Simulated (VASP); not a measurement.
Set up this calculation in VASP 6.6.1, as the native input.

```
Task                   : relaxation of cell and atoms
Functional             : r2SCAN
Potentials or basis    : VASP PAW PBE potentials, release 64 (N, Ga_d, P)
Cutoff                 : 600 eV
k mesh                 : 4 × 4 × 4
Occupations            : fermi-dirac, width 0.02 eV
Spin                   : no spin polarisation
Dipole correction      : no
Further INCAR settings : ALGO = Normal; EDIFF = 1e-06; IBRION = 2; EDIFFG = -0.005; NSW = 80; ISIF = 3
```

The system is Ga4P3N.

```
CELL_PARAMETERS angstrom
5.26915 0.00000 0.00000
0.00000 5.26915 0.00000
0.00000 0.00000 5.26915
ATOMIC_POSITIONS crystal
N 0.00000 0.00000 0.00000
Ga 0.77201 0.77201 0.77201
Ga 0.22799 0.22799 0.77201
Ga 0.22799 0.77201 0.22799
Ga 0.77201 0.22799 0.22799
P 0.50000 0.50000 0.00000
P 0.50000 0.00000 0.50000
P 0.00000 0.50000 0.50000
```

The input as run:

POSCAR

```
Ga4P3N
1.0
    5.2691457365      0.0000000000      0.0000000000
    0.0000000000      5.2691457365      0.0000000000
    0.0000000000      0.0000000000      5.2691457365
N Ga P
1 4 3
Direct
    0.0000000000      0.0000000000      0.0000000000
    0.7720065020      0.7720065020      0.7720065020
    0.2279934980      0.2279934980      0.7720065020
    0.2279934980      0.7720065020      0.2279934980
    0.7720065020      0.2279934980      0.2279934980
    0.5000000000      0.5000000000      0.0000000000
    0.5000000000      0.0000000000      0.5000000000
    0.0000000000      0.5000000000      0.5000000000
```

INCAR.step1

```
SYSTEM = Ga4P3N
PREC = Accurate
ENCUT = 600
ISMEAR = -1
SIGMA = 0.02
LREAL = .False.
LASPH = .True.
NELM = 100
GGA = PE
ALGO = Normal
EDIFF = 1E-4
LWAVE = .True.
LCHARG = .False.
```

INCAR.step2

```
SYSTEM = Ga4P3N
PREC = Accurate
ENCUT = 600
EDIFF = 1E-6
ISMEAR = -1
SIGMA = 0.02
LREAL = .False.
LASPH = .True.
NELM = 100
ALGO = Normal
ISIF = 3
LWAVE = .False.
LCHARG = .False.
METAGGA = R2SCAN
LMIXTAU = .True.
IBRION = 2
NSW = 80
EDIFFG = -0.005
ISTART = 1
```

KPOINTS

```
Automatic mesh
0
Gamma
  4 4 4
  0 0 0
```

Potentials or basis: VASP PAW PBE potentials, release 64 (N, Ga_d, P).

Command:

```sh
$ cat potpaw_PBE.64/N/POTCAR potpaw_PBE.64/Ga_d/POTCAR potpaw_PBE.64/P/POTCAR > POTCAR
$ cp INCAR.step1 INCAR
$ mpirun -np 1 vasp_std > vasp.out
$ cp INCAR.step2 INCAR
$ mpirun -np 1 vasp_std > vasp.out
```

Results of the run:

* Relaxed volume: 17.73 Å³/atom
* Relaxed cell: a = 5.215 Å, b = 5.215 Å, c = 5.215 Å, α = 90.00°, β = 90.00°, γ = 90.00°
* Space group after relaxing (to 0.05 Å): P-43m (No. 215)
* Energy gained by relaxing: 5.5 meV/atom
* Ionic steps: 5
* Pressure after relaxing: 0.0 GPa
* Largest force after relaxing: 0.003 eV/Å
* Band gap on the k mesh: 0.13 eV, indirect (least direct gap 0.46 eV)

Caveat: the PAW data sets were made with another functional, which shifts forces and pressure a little.

It took 9 min on 1 thread of Intel(R) Xeon(R) 6975P-C (Granite Rapids), on a shared host, peak memory 0.31 GiB.
